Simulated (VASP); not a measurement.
BN, 2 atoms in the cell. Symmetry: R3m, No. 160, trigonal system. The conventional cell has a = 2.500 Å, b = 2.500 Å, c = 9.552 Å, α = 90.00°, β = 90.00°, γ = 120.00°. B (site symmetry 3m) has 3 N at 1.44 Å within 1.9 Å. N (site symmetry 3m) has 3 B at 1.44 Å within 1.9 Å. 

| Quantity | Value |
| --- | --- |
| Program | VASP 6.6.1 |
| Task | vibrations by perturbation theory |
| Functional | PBEsol |
| Potentials or basis | VASP PAW PBE potentials, release 64 (B, N) |
| Cutoff | 520 eV |
| k mesh | 12 × 12 × 12 |
| Occupations | gaussian, width 0.01 eV |
| Spin | no spin polarisation |
| Dipole correction | no |
| Further INCAR settings | ALGO = Normal; EDIFF = 1e-08; NBANDS = 11; IBRION = 8; NSW = 1 |

Potentials or basis: VASP PAW PBE potentials, release 64 (B, N).

The run is started by

```console
$ cat potpaw_PBE.64/B/POTCAR potpaw_PBE.64/N/POTCAR > POTCAR
$ mpirun -np 1 vasp_std > vasp.out
```

Hardware: 1 thread of Intel(R) Xeon(R) Platinum 8488C (Sapphire Rapids), with other jobs on the host.

Task: How long does it take, and how much memory?

Result: Wall time 16 min on 1 thread of Intel(R) Xeon(R) Platinum 8488C (Sapphire Rapids), on a shared host, peak memory 0.51 GiB. Counts: scf iterations 137, k points 476.
